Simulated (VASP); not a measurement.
Runs of VASP 6.6.1 on Ru. The structure is that of space group P6_3/mmc (No. 194), or close to it. The cells are those of the table. 

```tsv
task	cell	k mesh	cutoff (eV)	gap on the mesh (eV)	pressure (GPa)
single point	a = 2.729, b = 2.729, c = 4.238 Å, angles 90.0, 90.0, 120.0°, 2 atoms	24 × 24 × 12	520	none	-2.6
single point	a = 2.784, b = 2.784, c = 4.192 Å, angles 90.0, 90.0, 120.0°, 2 atoms	24 × 24 × 12	520	none	-10.2
single point	a = 2.702, b = 2.702, c = 4.308 Å, angles 90.0, 90.0, 120.0°, 2 atoms	24 × 24 × 12	550	none	(b)
relaxation of cell and atoms	relaxed to 60 GPa from a = 2.581, b = 2.581, c = 4.088 Å, angles 90.0, 90.0, 120.0°, 2 atoms	18 × 18 × 10	600	none	60.0
single point	a = 2.729, b = 2.729, c = 4.240 Å, angles 90.0, 90.0, 120.0°, 2 atoms	24 × 24 × 12	520	none	(a)
single point	a = 2.702, b = 2.702, c = 4.266 Å, angles 90.0, 90.0, 120.0°, 2 atoms	18 × 18 × 10	520	none	1.5
single point	a = 2.702, b = 2.702, c = 4.351 Å, angles 90.0, 90.0, 120.0°, 2 atoms	24 × 24 × 12	550	none	-5.1
single point	a = 2.702, b = 2.702, c = 4.266 Å, angles 90.0, 90.0, 120.0°, 2 atoms	24 × 24 × 12	520	none	1.6
```

Alike in all rows: level r2SCAN; potentials or basis VASP PAW PBE potentials, release 64 (Ru_pv); no spin polarisation; smearing gaussian 0.1 eV.

Estimate the missing entries.

(a) -2.8; (b) -1.9.

Caveats: the PAW data sets were made with another functional, which shifts forces and pressure a little; the cell stands under tension (at least some runs); the cell is relaxed towards a set pressure, so the run minimises the enthalpy, not the energy (at least some runs).

A k mesh can miss the band edges, and the runs leave out spin-orbit coupling on Ru.

A gap of «none» marks levels without a gap at the run's occupations.
